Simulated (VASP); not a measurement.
Here is a VASP 6.6.1 calculation.

File INCAR:

```
SYSTEM = Si
PREC = Accurate
ENCUT = 520
EDIFF = 1E-6
ISMEAR = 0
SIGMA = 0.1
LREAL = .False.
LASPH = .True.
NELM = 60
ALGO = Normal
ISIF = 2
LWAVE = .False.
LCHARG = .False.
LDIPOL = .True.
IDIPOL = 3
DIPOL = 0.5 0.5 0.500
GGA = PE
IVDW = 12
NBANDS = 11
```

File KPOINTS:

```
regular mesh
0
Gamma
  15 15 1
  0 0 0
```

Contents of POSCAR:

```
Si
1.0
    3.6933142662      0.0000000000      0.0000000000
   -1.8466571331      3.1985039787      0.0000000000
    0.0000000000      0.0000000000     28.0000000000
Si
2
Direct
    0.3333333333      0.6666666667      0.5113455015
    0.6666666667      0.3333333333      0.4886544985
```

Potentials or basis: VASP PAW PBE potentials, release 64 (Si).

Run with:

```sh
$ cat potpaw_PBE.64/Si/POTCAR > POTCAR
$ mpirun -np 1 vasp_std > vasp.out
```

(1) What does it give for the largest force?

(2) What does it give for the dispersion energy per atom?

(3) Estimate the band gap on the k mesh.

Answers

(1) 0.016 eV/Å.

(2) -0.206 eV.

(3) zero (filled and empty bands touch).

Caveat: the cell differs from its parent crystal (biaxial strain -0.040, then relaxed in part).
